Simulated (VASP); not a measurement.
NaCl: density of states with PBE

Crystal: NaCl.

```
CELL_PARAMETERS angstrom
0.00000 2.84709 2.84709
2.84709 0.00000 2.84709
2.84709 2.84709 0.00000
ATOMIC_POSITIONS crystal
Na 0.00000 0.00000 0.00000
Cl 0.50000 0.50000 0.50000
```

* Program: VASP 6.6.1
* Task: density of states
* Functional: PBE
* Potentials or basis: VASP PAW PBE potentials, release 64 (Na_pv, Cl)
* Cutoff: 520 eV
* k mesh: 8 × 8 × 8
* Occupations: gaussian, width 0.02 eV
* Spin: no spin polarisation
* Dipole correction: no
* k mesh for the DOS: 12 × 12 × 12
* Occupations for the DOS: tetrahedron
* Further INCAR settings: ALGO = Normal; EDIFF = 1e-07

* Valence electrons inside the program's atomic spheres: Na 6.02; Cl 5.17

Levels at points of the mesh, in eV from the valence-band top:
```tsv
k point	band 5	band 6	band 7	band 8	band 9	band 10
(0.00, 0.00, 0.00)	0.00	0.00	0.00	5.00	11.09	11.09
(0.50, 0.00, 0.00)	-1.84	-0.25	-0.25	7.22	10.39	10.90
(0.50, 0.50, 0.00)	-1.58	-0.57	-0.57	7.45	8.10	11.12
```

Wall time 58 s on 1 thread of Intel(R) Xeon(R) Platinum 8259CL CPU @ 2.50GHz (Skylake/Cascade Lake), on a shared host, peak memory 0.17 GiB.
